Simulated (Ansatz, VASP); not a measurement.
## TiSnS4 in VASP and in Ansatz

```
Ti Sn S
1.0
     3.57381    0.00000    0.00000
    -1.78690    3.09501    0.00000
     0.00000    0.00000   13.49308
Ti Sn S
1 1 4
Direct
  0.00000 0.00000 0.00000
  0.00000 0.00000 0.50000
  0.33333 0.66667 0.10014
  0.66667 0.33333 0.89986
  0.66667 0.33333 0.38720
  0.33333 0.66667 0.61280
```

Alike in both runs: functional PBE; k mesh 12 × 12 × 4; occupations gaussian, width 0.02 eV; no spin polarisation.

Ansatz relaxed the structure, and its values are those at the end. VASP's run is a single point on that final structure, the one shown.

|  | VASP | Ansatz |
| --- | --- | --- |
| version | VASP 6.6.1 | Ansatz 0.2.0 |
| potentials or method | VASP PAW PBE potentials, release 64 (Ti_sv, Sn_d, S), cutoff 520 eV | scalar-relativistic, plane waves, PAW |
| valence electrons in the cell | 50 | 50 |

|  | VASP | Ansatz | Ansatz less VASP |
| --- | --- | --- | --- |
| gap on the k mesh at the Fermi level (eV) | 0.50 | 0.51 | +0.008 |
| least direct gap on the mesh (eV) | 0.57 | 0.57 | +0.005 |
| pressure (GPa) | -0.1 | 0.0 | +0.07 |
| rms of the force components (eV/Å) | 0.004 | 0.000 | -0.0040 |
